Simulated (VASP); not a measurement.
# Au (P6_3/mmc) in VASP: notebook, part 2 of 2

VASP 6.6.1. Earlier steps stand in the parts before.

**4. Single point, r2SCAN (strain +0.015 along x and y, -0.030 along z)**

Contents of POSCAR:

```
Au
1.0
    2.9434983866      0.0000000000      0.0000000000
   -1.4717491933      2.5491443788      0.0000000000
    0.0000000000      0.0000000000      4.7336000000
Au
2
Direct
    0.3333333333      0.6666666667      0.7500000000
    0.6666666667      0.3333333333      0.2500000000
```

Contents of INCAR.step1:

```
SYSTEM = Au
ALGO = Normal
EDIFF = 1E-4
ENCUT = 520
GGA = PE
ISMEAR = 0
LASPH = .TRUE.
LCHARG = .FALSE.
LREAL = .FALSE.
LWAVE = .TRUE.
NBANDS = 18
NELM = 60
PREC = Accurate
SIGMA = 0.15
```

Contents of INCAR.step2:

```
SYSTEM = Au
ALGO = Normal
EDIFF = 1E-7
ENCUT = 520
ISIF = 2
ISMEAR = 0
ISTART = 1
LASPH = .TRUE.
LCHARG = .TRUE.
LELF = .TRUE.
LMIXTAU = .TRUE.
LREAL = .FALSE.
LVHAR = .TRUE.
LWAVE = .FALSE.
METAGGA = R2SCAN
NBANDS = 18
NELM = 60
PREC = Accurate
SIGMA = 0.15
```

Contents of KPOINTS:

```
k-points
0
G
  18 18 10
  0 0 0
```

Potentials or basis: VASP PAW PBE potentials, release 64 (Au).

Run with:

```sh
> cat potpaw_PBE.64/Au/POTCAR > POTCAR
> cp INCAR.step1 INCAR
> mpirun -np 1 vasp_std > vasp.out
> cp INCAR.step2 INCAR
> mpirun -np 1 vasp_std > vasp.out
```

OUTCAR:

```text
SYSTEM = Au
   EDIFF = 1E-7
   ENCUT = 520
   ISIF = 2
   ISMEAR = 0
   ISTART = 1
   LASPH = .TRUE.
   LREAL = .FALSE.
   METAGGA = R2SCAN
   NELM = 60
   PREC = Accurate

 ion  position               nearest neighbor table
   1  0.333  0.667  0.750-   2 2.91   2 2.91   2 2.91   2 2.91   2 2.91   2 2.91
   2  0.667  0.333  0.250-   1 2.91   1 2.91   1 2.91   1 2.91   1 2.91   1 2.91

  LATTYP: Found a hexagonal cell.
 ALAT       =     2.9434983866
 C/A-ratio  =     1.6081544402

  Lattice vectors:

 A1 = (   2.9434983866,   0.0000000000,   0.0000000000)
 A2 = (  -1.4717491933,   2.5491443788,   0.0000000000)
 A3 = (   0.0000000000,   0.0000000000,   4.7336000000)

Analysis of symmetry for initial positions (statically):
=====================================================================
 Subroutine PRICEL returns:
 Original cell was already a primitive cell.

 Routine SETGRP: Setting up the symmetry group for a
 hexagonal supercell.

 Subroutine GETGRP returns: Found 24 space group operations
 (whereof 12 operations were pure point group operations)
 out of a pool of 24 trial point group operations.

The static configuration has the point symmetry D_3d.
[... 162 lines left out ...]
  energy without entropy =     -101.15969230  energy(sigma->0) =     -101.16337217

 E-fermi :   8.6038     XC(G=0): -13.3317

 val. band max:        8.5914152360   @ k =   0.0556   0.0000   0.0000
 cond. band min:       8.6132397407   @ k =   0.4444   0.0556   0.3000
 fundamental gap:      0.0218245047
 Fermi energy:         8.6038450325

 k-point     1 :       0.0000    0.0000    0.0000
  band No.  band energies     occupation
      1      -0.9862      2.00000
      2       1.4802      2.00000
      3       4.0076      2.00000
      4       4.0452      2.00000
      5       4.0452      2.00000
      6       4.3916      2.00000
[... 481 lines left out ...]
      5       4.3407      2.00000
      6       4.4102      2.00000
[... 10 lines left out ...]
     17      21.3924      0.00000
     18      23.8684      0.00000

 [... further k-points ...]

------------------------ aborting loop because EDIFF is reached ----------------------------------------

  FORCE on cell =-STRESS in cart. coord.  units (eV):
  Direction    XX          YY          ZZ          XY          YZ          ZX
  --------------------------------------------------------------------------------------
  -------------------------------------------------------------------------------------
  Total       -0.4454837     -0.4454837      0.1562522      0.0000000     -0.0000000      0.0000000
  in kB      -20.0952112    -20.0952112      7.0483429      0.0000000     -0.0000000      0.0000000
  external PRESSURE =     -11.0473598 kB  Pullay stress =       0.0000000 kB

 VOLUME and BASIS-vectors are now :
 -----------------------------------------------------------------------------
  energy-cutoff  :      520.00
  volume of cell :       35.52
      direct lattice vectors                 reciprocal lattice vectors
     2.943498387  0.000000000  0.000000000     0.339731798  0.196144245  0.000000000
    -1.471749193  2.549144379  0.000000000     0.000000000  0.392288490  0.000000000
     0.000000000  0.000000000  4.733600000     0.000000000  0.000000000  0.211255704

 POSITION                                       TOTAL-FORCE (eV/Angst)
 -----------------------------------------------------------------------------------
     -0.00000      1.69943      3.55020         0.000000     -0.000000      0.000000
      1.47175      0.84971      1.18340         0.000000      0.000000      0.000000
 -----------------------------------------------------------------------------------
    total drift:                               -0.000000      0.000000     -0.000000

  FREE ENERGIE OF THE ION-ELECTRON SYSTEM (eV)
  ---------------------------------------------------
  free  energy   TOTEN  =      -101.1670520469 eV

  energy  without entropy=     -101.1596923024  energy(sigma->0) =     -101.16337217
```

OUTCAR.step1:

```text
SYSTEM = Au
   EDIFF = 1E-4
   ENCUT = 520
   GGA = PE
   ISMEAR = 0
   LASPH = .TRUE.
   LREAL = .FALSE.
[... 728 lines left out ...]
     -0.00000      1.69943      3.55020         0.000000      0.000000      0.000000
      1.47175      0.84971      1.18340         0.000000      0.000000      0.000000
 -----------------------------------------------------------------------------------
    total drift:                               -0.000000      0.000000     -0.000000

  FREE ENERGIE OF THE ION-ELECTRON SYSTEM (eV)
  ---------------------------------------------------
  free  energy   TOTEN  =        -6.4175317305 eV

  energy  without entropy=       -6.4092376628  energy(sigma->0) =       -6.41338470
```

OSZICAR.step1:

```text
N       E                     dE             d eps       ncg     rms          rms(c)
DAV:   1     0.123705498203E+03    0.12371E+03   -0.11735E+04  8000   0.118E+03
DAV:   2    -0.481394500549E+01   -0.12852E+03   -0.12256E+03  8494   0.260E+02
DAV:   3    -0.693227010521E+01   -0.21183E+01   -0.21071E+01  9456   0.336E+01
DAV:   4    -0.694136133994E+01   -0.90912E-02   -0.90901E-02  8846   0.231E+00
DAV:   5    -0.694144461144E+01   -0.83272E-04   -0.83271E-04  8960   0.237E-01    0.117E+01
DAV:   6    -0.645246044479E+01    0.48898E+00   -0.94031E-01  8242   0.887E+00    0.761E+00
DAV:   7    -0.642127477488E+01    0.31186E-01   -0.91349E-02  8862   0.274E+00    0.333E+00
DAV:   8    -0.641755424518E+01    0.37205E-02   -0.69276E-03  8328   0.664E-01    0.328E-01
DAV:   9    -0.641753173050E+01    0.22515E-04   -0.28869E-05  5592   0.476E-02
   1 F= -.64175317E+01 E0= -.64133847E+01  d E =-.829407E-02
```

Run time: 8.1 min. Hardware: 1 thread of AMD EPYC 7R13 (Zen 3), shared host; peak memory 0.22 GiB.

Results:

* Free energy: -101.1671 eV
* Pressure: -1.1 GPa
* Band gap on the k mesh: zero (bands 11 and 12 overlap by 6.99 eV)

Caveat: the cell differs from its parent crystal (strain +0.015 along x and y, -0.030 along z); the PAW data sets were made with another functional, which shifts forces and pressure a little; spin-orbit coupling is left out, which moves the levels of the heavy elements.

**5. Single point, r2SCAN (strain +0.000 along x and y, +0.015 along z)**

Contents of POSCAR:

```
Au
1.0
    2.8999984104      0.0000000000      0.0000000000
   -1.4499992052      2.5114722944      0.0000000000
    0.0000000000      0.0000000000      4.9532000000
Au
2
Direct
    0.3333333333      0.6666666667      0.7500000000
    0.6666666667      0.3333333333      0.2500000000
```

Contents of INCAR.step1:

```
PREC     = Accurate       # precision mode
ENCUT    = 520            # plane-wave cutoff, eV
ISMEAR   = 0              # smearing method
SIGMA    = 0.15           # smearing width, eV
LREAL    = F              # projectors in reciprocal space
LASPH    = T              # aspherical terms in the spheres
NELM     = 60             # most SCF steps
NBANDS   = 18             # bands
GGA      = PE             # functional
ALGO     = Normal         # electronic algorithm
EDIFF    = 1E-4           # SCF threshold, eV
LWAVE    = T              # write WAVECAR
LCHARG   = F              # write CHGCAR
```

Contents of INCAR.step2:

```
PREC     = Accurate       # precision mode
ENCUT    = 520            # plane-wave cutoff, eV
EDIFF    = 1E-7           # SCF threshold, eV
ISMEAR   = 0              # smearing method
SIGMA    = 0.15           # smearing width, eV
LREAL    = F              # projectors in reciprocal space
LASPH    = T              # aspherical terms in the spheres
NELM     = 60             # most SCF steps
ALGO     = Normal         # electronic algorithm
ISIF     = 2              # what is computed and relaxed
LWAVE    = F              # write WAVECAR
LCHARG   = F              # write CHGCAR
METAGGA  = R2SCAN         # meta-GGA
LMIXTAU  = T            
NBANDS   = 18             # bands
ISTART   = 1
```

Contents of KPOINTS:

```
regular mesh
0
Gamma
  18 18 10
```

Potentials or basis: VASP PAW PBE potentials, release 64 (Au).

Run with:

```sh
> cat potpaw_PBE.64/Au/POTCAR > POTCAR
> cp INCAR.step1 INCAR
> mpirun -np 1 vasp_std > vasp.out
> cp INCAR.step2 INCAR
> mpirun -np 1 vasp_std > vasp.out
```

OUTCAR:

```text
PREC = Accurate
   ENCUT = 520
   EDIFF = 1E-7
   ISMEAR = 0
   LREAL = F
   LASPH = T
   NELM = 60
   ISIF = 2
   METAGGA = R2SCAN
   ISTART = 1

 ion  position               nearest neighbor table
   1  0.333  0.667  0.750-   2 2.99   2 2.99   2 2.99   2 2.99   2 2.99   2 2.99
   2  0.667  0.333  0.250-   1 2.99   1 2.99   1 2.99   1 2.99   1 2.99   1 2.99

  LATTYP: Found a hexagonal cell.
 ALAT       =     2.8999984104
 C/A-ratio  =     1.7080009362

  Lattice vectors:

 A1 = (   2.8999984104,   0.0000000000,   0.0000000000)
 A2 = (  -1.4499992052,   2.5114722944,   0.0000000000)
 A3 = (   0.0000000000,   0.0000000000,   4.9532000000)

Analysis of symmetry for initial positions (statically):
=====================================================================
 Subroutine PRICEL returns:
 Original cell was already a primitive cell.

 Routine SETGRP: Setting up the symmetry group for a
 hexagonal supercell.

 Subroutine GETGRP returns: Found 24 space group operations
 (whereof 12 operations were pure point group operations)
 out of a pool of 24 trial point group operations.

The static configuration has the point symmetry D_3d.
 The point group associated with its full space group is D_6h.

Analysis of symmetry for dynamics (positions and initial velocities):
=====================================================================
 Subroutine PRICEL returns:
 Original cell was already a primitive cell.

 Routine SETGRP: Setting up the symmetry group for a
 hexagonal supercell.

 Subroutine GETGRP returns: Found 24 space group operations
 (whereof 12 operations were pure point group operations)
 out of a pool of 24 trial point group operations.

The dynamic configuration has the point symmetry D_3d.
 The point group associated with its full space group is D_6h.

 Subroutine INISYM returns: Found 24 space group operations
 (whereof 12 operations are pure point group operations),
 and found     1 'primitive' translations

[... 110 lines left out ...]
   EFERMI_NEDOS =   21; number of points for ismear=-14 and -15
   IALGO  =     38    algorithm
   IMIX   =      4    mixing-type and parameters
     AMIX     =   0.40;   BMIX     =  1.00
     AMIX_MAG =   1.60;   BMIX_MAG =  1.00
  volume/ion in A,a.u.               =      18.04       121.72
  Fermi-wavevector in a.u.,A,eV,Ry     =   1.388284  2.623477 26.222958  1.927333
  Thomas-Fermi vector in A             =   2.512425
   LORBIT       =      0    0 simple, 1 ext, 2 COOP (PROOUT), +10 PAW based schemes
   METAGGA = R2SCAN    functional components
   LHFCALC =     F    Hartree Fock is set to
   AEXX    =    0.0000 exact exchange contribution
   IVDW    =     0    specifies the selected vdW correction
   LEPSILON=     F    determine dielectric tensor
   LRPA    =     F    only Hartree local field effects (RPA)
 non-spin polarized calculation
 Gauss-broadening in eV      SIGMA  =   0.15
  energy-cutoff  :      520.00
  volume of cell :       36.08
 maximum number of plane-waves:      1002
 NGX is ok and might be reduce to    24
   NGX = 11   NGY = 11   NGZ = 19

 number of electron      22.0000004 magnetization

 Free energy of the ion-electron system (eV)
  ---------------------------------------------------
  ext. energy  EPLUGINS =         0.00000000
  ---------------------------------------------------
  free energy    TOTEN  =      -101.16819595 eV

  energy without entropy =     -101.16052030  energy(sigma->0) =     -101.16435813

 E-fermi :   8.4139     XC(G=0): -13.2219

 val. band max:        8.4057604299   @ k =   0.3889   0.1111   0.2000
 cond. band min:       8.4800475411   @ k =   0.2222   0.0000   0.2000
 fundamental gap:      0.0742871112
 Fermi energy:         8.4138786477

 k-point     1 :       0.0000    0.0000    0.0000
  band No.  band energies     occupation
      1      -1.0705      2.00000
      2       1.1906      2.00000
      3       3.5090      2.00000
      4       3.8539      2.00000
      5       3.8539      2.00000
      6       4.1201      2.00000
[... 481 lines left out ...]
      5       4.0623      2.00000
      6       4.2357      2.00000
[... 10 lines left out ...]
     17      20.7341      0.00000
     18      23.7093      0.00000

 [... further k-points ...]

------------------------ aborting loop because EDIFF is reached ----------------------------------------

  FORCE on cell =-STRESS in cart. coord.  units (eV):
  Direction    XX          YY          ZZ          XY          YZ          ZX
  --------------------------------------------------------------------------------------
  -------------------------------------------------------------------------------------
  Total       -0.6825621     -0.6825621     -0.7867615      0.0000000     -0.0000000      0.0000000
  in kB      -30.3138249    -30.3138249    -34.9415102      0.0000000     -0.0000000      0.0000000
  external PRESSURE =     -31.8563867 kB  Pullay stress =       0.0000000 kB

 VOLUME and BASIS-vectors are now :
 -----------------------------------------------------------------------------
  energy-cutoff  :      520.00
  volume of cell :       36.08
      direct lattice vectors                 reciprocal lattice vectors
     2.899998410  0.000000000  0.000000000     0.344827775  0.199086409  0.000000000
    -1.449999205  2.511472294  0.000000000     0.000000000  0.398172818  0.000000000
     0.000000000  0.000000000  4.953200000     0.000000000  0.000000000  0.201889687

 POSITION                                       TOTAL-FORCE (eV/Angst)
 -----------------------------------------------------------------------------------
     -0.00000      1.67431      3.71490         0.000000     -0.000000      0.000000
      1.45000      0.83716      1.23830        -0.000000      0.000000      0.000000
 -----------------------------------------------------------------------------------
    total drift:                               -0.000000      0.000000     -0.000000

  FREE ENERGIE OF THE ION-ELECTRON SYSTEM (eV)
  ---------------------------------------------------
  free  energy   TOTEN  =      -101.1681959541 eV

  energy  without entropy=     -101.1605203017  energy(sigma->0) =     -101.16435813
```

Run time: 8.5 min. Hardware: 1 thread of AMD EPYC 7R13 (Zen 3), shared host; peak memory 0.23 GiB.

What came out:

- Free energy: -101.1682 eV
- Pressure: -3.2 GPa
- Band gap on the k mesh: zero (bands 11 and 12 overlap by 7.00 eV)

Stress tensor (GPa, compression positive):
```
-3.03  0.00  0.00
 0.00 -3.03  0.00
 0.00  0.00 -3.49
```

Levels at points of the mesh, in eV from the Fermi level:
```csv
k point,band 8,band 9,band 10,band 11,band 12,band 13,band 14,band 15
"(0.00, 0.00, 0.00)",-3.55,-3.55,-2.35,-2.35,-0.81,2.25,15.55,16.14
"(0.50, 0.00, 0.00)",-2.18,-1.98,-1.83,0.47,1.59,5.78,7.18,7.37
"(0.00, 0.00, 0.50)",-4.58,-2.77,-2.77,-2.77,-2.77,10.36,10.36,15.80
"(0.50, 0.00, 0.50)",-2.50,-1.89,-1.89,0.74,0.74,3.87,3.87,13.36
```

Caveat: the cell differs from its parent crystal (strain +0.000 along x and y, +0.015 along z); the cell stands under tension; the PAW data sets were made with another functional, which shifts forces and pressure a little; spin-orbit coupling is left out, which moves the levels of the heavy elements.

**6. Single point, r2SCAN (strain +0.015 along x and y, -0.015 along z)**

Contents of POSCAR:

```
Au
1.0
    2.9434983866      0.0000000000      0.0000000000
   -1.4717491933      2.5491443788      0.0000000000
    0.0000000000      0.0000000000      4.8068000000
Au
2
Direct
    0.3333333333      0.6666666667      0.7500000000
    0.6666666667      0.3333333333      0.2500000000
```

Contents of INCAR.step1:

```
SYSTEM = Au
  PREC = Accurate
  ENCUT = 520
  ISMEAR = 0
  SIGMA = 0.15
  LREAL = .FALSE.
  LASPH = .TRUE.
  NELM = 100
  NBANDS = 18
  GGA = PE
  ALGO = Normal
  EDIFF = 1E-4
  LWAVE = .TRUE.
  LCHARG = .FALSE.
```

Contents of INCAR.step2:

```
SYSTEM = Au
  PREC = Accurate
  ENCUT = 520
  EDIFF = 1E-7
  ISMEAR = 0
  SIGMA = 0.15
  LREAL = .FALSE.
  LASPH = .TRUE.
  NELM = 100
  ALGO = Normal
  ISIF = 2
  LWAVE = .FALSE.
  LCHARG = .TRUE.
  METAGGA = R2SCAN
  LMIXTAU = .TRUE.
  LELF = .TRUE.
  LVHAR = .TRUE.
  NBANDS = 18
  ISTART = 1
```

Contents of KPOINTS:

```
Automatic mesh
0
G
  18 18 10
  0 0 0
```

Potentials or basis: VASP PAW PBE potentials, release 64 (Au).

Run with:

```sh
> cat potpaw_PBE.64/Au/POTCAR > POTCAR
> cp INCAR.step1 INCAR
> mpirun -np 1 vasp_std > vasp.out
> cp INCAR.step2 INCAR
> mpirun -np 1 vasp_std > vasp.out
```

Run time: 7.9 min. Hardware: 1 thread of AMD EPYC 7R13 (Zen 3), shared host; peak memory 0.22 GiB.

It converged, with:

```yaml
Free_energy: -101.1645 eV
Pressure: -3.3 GPa
Band_gap_on_the_k_mesh: zero (bands 11 and 12 overlap by 6.91 eV)
```

Stress tensor (GPa, compression positive):
```
-3.87  0.00  0.00
 0.00 -3.87  0.00
 0.00  0.00 -2.27
```

Levels at points of the mesh, in eV from the Fermi level:
```tsv
k point	band 8	band 9	band 10	band 11	band 12	band 13	band 14	band 15
(0.00, 0.00, 0.00)	-3.72	-3.72	-2.30	-2.30	-0.49	2.87	15.33	17.02
(0.50, 0.00, 0.00)	-2.10	-2.02	-1.90	0.36	1.37	6.14	7.47	7.63
(0.00, 0.00, 0.50)	-4.58	-2.74	-2.74	-2.74	-2.74	11.42	11.42	15.55
(0.50, 0.00, 0.50)	-2.44	-1.98	-1.98	0.72	0.72	3.79	3.79	13.75
```

Caveat: the cell differs from its parent crystal (strain +0.015 along x and y, -0.015 along z); the cell stands under tension; the PAW data sets were made with another functional, which shifts forces and pressure a little; spin-orbit coupling is left out, which moves the levels of the heavy elements.

**7. Overview**

```csv
cell,gap on the mesh (eV),pressure (GPa)
"a = 2.856, b = 2.856, c = 4.953 Å, angles 90.0, 90.0, 120.0°, 2 atoms",none,1.4
"a = 2.856, b = 2.856, c = 5.026 Å, angles 90.0, 90.0, 120.0°, 2 atoms",none,-0.5
"a = 2.943, b = 2.943, c = 4.734 Å, angles 90.0, 90.0, 120.0°, 2 atoms",none,-1.1
"a = 2.900, b = 2.900, c = 4.953 Å, angles 90.0, 90.0, 120.0°, 2 atoms",none,-3.2
"a = 2.943, b = 2.943, c = 4.807 Å, angles 90.0, 90.0, 120.0°, 2 atoms",none,-3.3
```

Alike in all rows: task single point; level r2SCAN; potentials or basis VASP PAW PBE potentials, release 64 (Au); no spin polarisation; k mesh 18 × 18 × 10; cutoff (eV) 520; smearing gaussian 0.15 eV.

Caveats: the PAW data sets were made with another functional, which shifts forces and pressure a little; spin-orbit coupling is left out, which moves the levels of the heavy elements; the cell stands under tension (at least some runs).

Total energies depend on the potentials used, so only differences within one code and one set of settings carry meaning.

The gap in the log of VASP goes by the Fermi energy; the results here count the filled bands.